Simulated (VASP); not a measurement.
## Pt: single point with RPBE

The system is Pt.

```
CELL_PARAMETERS angstrom
2.66607 0.00000 0.00000
-1.33304 2.30889 0.00000
0.00000 0.00000 4.58812
ATOMIC_POSITIONS crystal
Pt 0.33333 0.66667 0.25000
Pt 0.66667 0.33333 0.75000
```

This cell differs from its parent crystal: volume scaled by 0.88.

```json
{
  "Program": "VASP 6.6.1",
  "Task": "single point",
  "Functional": "RPBE",
  "Potentials or basis": "VASP PAW PBE potentials, release 64 (Pt)",
  "Cutoff": "520 eV",
  "k mesh": "15 × 15 × 8",
  "Occupations": "fermi-dirac, width 0.1 eV",
  "Spin": "no spin polarisation"
}
```

```
Pressure               : 40.0 GPa
Band gap on the k mesh : zero (band 10 reaches 13.15 eV, above the bottom of band 11 at 11.66 eV)
```

Stress tensor (GPa, compression positive):
```
41.31  0.00  0.00
 0.00 41.31  0.00
 0.00  0.00 37.49
```

Levels at points of the mesh, in eV from the Fermi level:
```
           k point  band 6  band 7  band 8  band 9  band 10  band 11  band 12  band 13  band 14  band 15
(0.00, 0.00, 0.00)   -3.63   -3.63   -2.25   -2.25    -1.16    -0.29    -0.29     5.59    14.79    15.70
(0.00, 0.00, 0.50)   -4.09   -4.09   -4.09   -0.97    -0.97    -0.97    -0.97    12.82    12.82    15.49
```

It took 24 s on 1 thread of AMD EPYC 9R45 96-Core Processor (Zen 5) (shared host), peak memory 0.15 GiB.

Caveat: the PAW data sets were made with another functional, which shifts forces and pressure a little; spin-orbit coupling is left out, which moves the levels of the heavy elements.
